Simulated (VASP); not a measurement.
Write the native input for VASP 6.6.1 that does the following.

| Quantity | Value |
| --- | --- |
| Task | single point |
| Functional | PBE |
| Potentials or basis | VASP PAW PBE potentials, release 64 (K_sv, Ag, Br) |
| Cutoff | 520 eV |
| k mesh | 8 × 8 × 8 |
| Occupations | fermi-dirac, width 0.02 eV |
| Spin | no spin polarisation |
| Dipole correction | no |
| Further INCAR settings | ALGO = Normal; EDIFF = 1e-06; NBANDS = 25 |

The structure of KAgBr2 lies in POSCAR:

```
KAgBr2
1.0
    2.1856115264      1.2618634031      7.0693490995
   -2.1856115264      1.2618634031      7.0693490995
    0.0000000000     -2.5237268063      7.0693490995
K Ag Br
1 1 2
Direct
    1.0000000000      0.0000000000      0.0000000000
    0.5000000000      0.5000000000      0.5000000000
    0.2377266234      0.2377266234      0.2377266234
    0.7622733766      0.7622733766      0.7622733766
```

These files were run (other wordings do the same):

INCAR

```
SYSTEM = KAgBr2
  PREC = Accurate
  ENCUT = 520
  EDIFF = 1E-6
  ISMEAR = -1
  SIGMA = 0.02
  LREAL = .FALSE.
  LASPH = .TRUE.
  NELM = 80
  ALGO = Normal
  ISIF = 2
  LWAVE = .FALSE.
  LCHARG = .TRUE.
  GGA = PE
  LELF = .TRUE.
  LVHAR = .TRUE.
  NBANDS = 25
```

KPOINTS

```
regular mesh
0
G
  8 8 8
  0 0 0
```

Potentials or basis: VASP PAW PBE potentials, release 64 (K_sv, Ag, Br).

The run is started by

```sh
$ cat potpaw_PBE.64/K_sv/POTCAR potpaw_PBE.64/Ag/POTCAR potpaw_PBE.64/Br/POTCAR > POTCAR
$ mpirun -np 1 vasp_std > vasp.out
```

Results of the run:

| Item | Value |
| --- | --- |
| Pressure | 0.9 GPa |
| Largest force | 0.013 eV/Å |
| Band gap on the k mesh | 2.24 eV, indirect (least direct gap 2.37 eV) |

Wall time 6 min on 1 thread of Intel(R) Xeon(R) Platinum 8488C (Sapphire Rapids), on a shared host, peak memory 0.56 GiB.
